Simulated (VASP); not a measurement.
Ge, 4 atoms in the cell. It takes space group P6_3/mmc (No. 194, hexagonal). Conventional cell: a = 3.996 Å, b = 3.996 Å, c = 6.603 Å, α = 90.00°, β = 90.00°, γ = 120.00°. Within 3.2 Å of Ge (site symmetry 3m) lie 4 Ge at 2.45 to 2.47 Å. This isn't the form of Ge at room conditions, which is diamond.

| Property | Result |
| --- | --- |
| Program | VASP 6.6.1 |
| Task | single point |
| Functional | r2SCAN |
| Potentials or basis | VASP PAW PBE potentials, release 64 (Ge_d) |
| Cutoff | 520 eV |
| k mesh | 12 × 12 × 6 |
| Occupations | gaussian, width 0.03 eV |
| Spin | no spin polarisation |
| Dipole correction | no |
| Further INCAR settings | ALGO = Normal; EDIFF = 1e-07; NBANDS = 36 |

Potentials or basis: VASP PAW PBE potentials, release 64 (Ge_d).

The run is started by

```console
$ cat potpaw_PBE.64/Ge_d/POTCAR > POTCAR
$ cp INCAR.step1 INCAR
$ mpirun -np 1 vasp_std > vasp.out
$ cp INCAR.step2 INCAR
$ mpirun -np 1 vasp_std > vasp.out
```

Hardware: 1 thread of Intel Xeon 8259CL, on a shared host.

**Question.** Estimate the wall time of this run.

**Answer.** It took 20 min on 1 thread of Intel Xeon 8259CL, on a shared host, peak memory 0.32 GiB. Counts: k points 76.
